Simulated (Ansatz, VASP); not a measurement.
Two plane-wave programs on HfC5

```xyz
12
Lattice="4.3359 0.0000 0.0000 0.0000 4.7967 0.0000 0.0000 0.0000 7.1936" Properties=species:S:1:pos:R:3 pbc="T T T"
Hf    0.0000    0.0000    3.5968
Hf    2.1680    2.3983    3.5968
C     1.4495    2.3983    0.0000
C     0.7181    3.5999    0.0000
C     1.4489    0.0000    0.0000
C     0.7181    1.1968    0.0000
C     2.8864    2.3983    0.0000
C     3.6178    1.1968    0.0000
C     2.8871    0.0000    0.0000
C     3.6178    3.5999    0.0000
C     2.1680    0.0000    3.5968
C     0.0000    2.3983    3.5968
```

Alike in both runs: functional PBE; k mesh 4 × 3 × 3; occupations gaussian, width 0.2 eV; no spin polarisation.

Ansatz relaxed the structure, and its values are those at the end. VASP's run is a single point on that final structure, the one shown.

|  | VASP | Ansatz |
| --- | --- | --- |
| version | VASP 6.6.1 | Ansatz 0.2.0 |
| potentials or method | VASP PAW PBE potentials, release 64 (Hf_pv, C), cutoff 520 eV | scalar-relativistic, plane waves, PAW |
| valence electrons in the cell | 60 | 92 |

VASP gave:

- gap on the k mesh at the Fermi level (eV): none
- pressure (GPa): 0.1
- rms of the force components (eV/Å): 0.004

Task: What did Ansatz give for the same quantities?

Result: gap on the k mesh at the Fermi level (eV): none; pressure (GPa): 0.1; rms of the force components (eV/Å): 0.007.

A gap of «none» marks a metal or a gap that the smearing closes. With one functional, cell and mesh, what is left measures potentials, basis and numerics. VASP's potentials hold 60 valence electrons a cell and Ansatz's 92, so a difference there can come from the potentials and not from the codes.

The k mesh is coarse, so the values compare programs but aren't converged. Neither program's run includes spin-orbit coupling.
